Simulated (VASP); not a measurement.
SiO2:

```
CELL_PARAMETERS angstrom
-2.37405 2.37405 3.74400
2.37405 -2.37405 3.74400
2.37405 2.37405 -3.74400
ATOMIC_POSITIONS crystal
Si 0.00000 0.00000 0.00000
Si 0.75000 0.25000 0.50000
O 0.99838 0.62500 0.87338
O 0.37500 0.24838 0.37338
O 0.75162 0.12500 0.12662
O 0.87500 0.00162 0.62662
```

| Quantity | Value |
| --- | --- |
| Program | VASP 6.6.1 |
| Task | relaxation of cell and atoms |
| Functional | PBEsol |
| Potentials or basis | VASP PAW PBE potentials, release 64 (Si, O) |
| Cutoff | 600 eV |
| k mesh | 8 × 8 × 8 |
| Occupations | gaussian, width 0.02 eV |
| Spin | no spin polarisation |

At the start: pressure 1.4 GPa; volume 14.07 Å³/atom.

**Question.** How do energy, volume and symmetry change on relaxing?

**Answer.** Over 10 steps the energy falls by 8.6 meV/atom and the volume is 15.28 Å³/atom (+8.7 %); space group I-42d (No. 122, to 0.05 Å).

Step by step:
```
step  energy change (eV)  largest force (eV/Å)  pressure (GPa)  volume (Å³)
   1              0.0000                0.0218            1.44        84.41
   2             -0.0034                0.2269           -1.64        85.96
   3             -0.0058                0.1298           -0.45        85.34
   4             -0.0133                0.1259           -0.31        85.55
   5             -0.0262                0.1122            0.09        86.13
   6             -0.0274                0.1061            0.22        86.35
   7             -0.0325                0.0865            0.25        86.91
   8             -0.0439                0.0420            0.29        88.58
   9             -0.0513                0.0024           -0.10        91.99
  10             -0.0514                0.0035           -0.05        91.71
```

Final structure:
```
CELL_PARAMETERS angstrom
-2.49878 2.49878 3.67199
2.49878 -2.49878 3.67199
2.49878 2.49878 -3.67199
ATOMIC_POSITIONS crystal
Si 0.00000 0.00000 0.00000
Si 0.75000 0.25000 0.50000
O 0.96943 0.62500 0.84443
O 0.37500 0.21943 0.34443
O 0.78057 0.12500 0.15557
O 0.87500 0.03057 0.65557
```

Caveat: the PAW data sets were made with another functional, which shifts forces and pressure a little.
